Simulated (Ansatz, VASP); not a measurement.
# AlN: VASP beside Ansatz

```
Al N
1.0
     2.95545    0.00000    0.00000
    -1.47773    2.55950    0.00000
     0.00000    0.00000    4.85355
Al N
2 2
Direct
  0.33333 0.66667 0.00000
  0.66667 0.33333 0.50000
  0.33333 0.66667 0.38500
  0.66667 0.33333 0.88500
```

Change from the starting cell: strain -0.050 along x and y, -0.025 along z, atoms carried along.

Alike in both runs: task single point; functional r2SCAN; k mesh 12 × 12 × 6; occupations gaussian, width 0.05 eV; no spin polarisation.

|  | VASP | Ansatz |
| --- | --- | --- |
| version | VASP 6.6.1 | Ansatz 0.2.0 |
| potentials or method | VASP PAW PBE potentials, release 64 (Al, N), cutoff 520 eV | scalar-relativistic, plane waves, PAW |
| valence electrons in the cell | 16 | 16 |

VASP gave:

| Quantity | Value |
| --- | --- |
| gap on the k mesh at the Fermi level (eV) | 5.75 |
| least direct gap on the mesh (eV) | 6.14 |
| pressure (GPa) | 34.2 |
| traceless stress, the component that is largest in VASP (GPa) | -13.94 |
| rms of the force components (eV/Å) | 0.394 |

Problem. Estimate Ansatz's values.

Solution. gap on the k mesh at the Fermi level (eV): 5.76; least direct gap on the mesh (eV): 6.09; pressure (GPa): 34.3; traceless stress, the component that is largest in VASP (GPa): -13.70; rms of the force components (eV/Å): 0.387.

VASP's potentials were made for PBE, not for r2SCAN. Atom by atom the forces differ by 0.007 eV/Å (rms over components). Both programs put the cell under a high pressure, so it lies far from rest at this level. The functional is the same, so the differences come from potentials, cutoffs and numerics.
